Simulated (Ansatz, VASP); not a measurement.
# Si: VASP beside Ansatz

```
Si
1.0
     0.00000    2.71692    2.71692
     2.71692    0.00000    2.71692
     2.71692    2.71692    0.00000
Si
2
Direct
  0.75000 0.75000 0.75000
  0.50000 0.50000 0.50000
```

Alike in both runs: functional PBEsol; k mesh 8 × 8 × 8; occupations gaussian, width 0.02 eV; no spin polarisation.

Ansatz relaxed the structure, and its values are those at the end. VASP's run is a single point on that final structure, the one shown.

|  | VASP | Ansatz |
| --- | --- | --- |
| version | VASP 6.6.1 | Ansatz 0.2.0 |
| potentials or method | VASP PAW PBE potentials, release 64 (Si), cutoff 500 eV | scalar-relativistic, plane waves, PAW |
| valence electrons in the cell | 8 | 8 |

Ansatz gave:

- gap on the k mesh at the Fermi level (eV): 0.51
- least direct gap on the mesh (eV): 2.52
- pressure (GPa): 0.0

Problem. Estimate VASP's values.

Solution. gap on the k mesh at the Fermi level (eV): 0.51; least direct gap on the mesh (eV): 2.52; pressure (GPa): 0.1.

VASP's potentials were made for PBE, not for PBEsol.
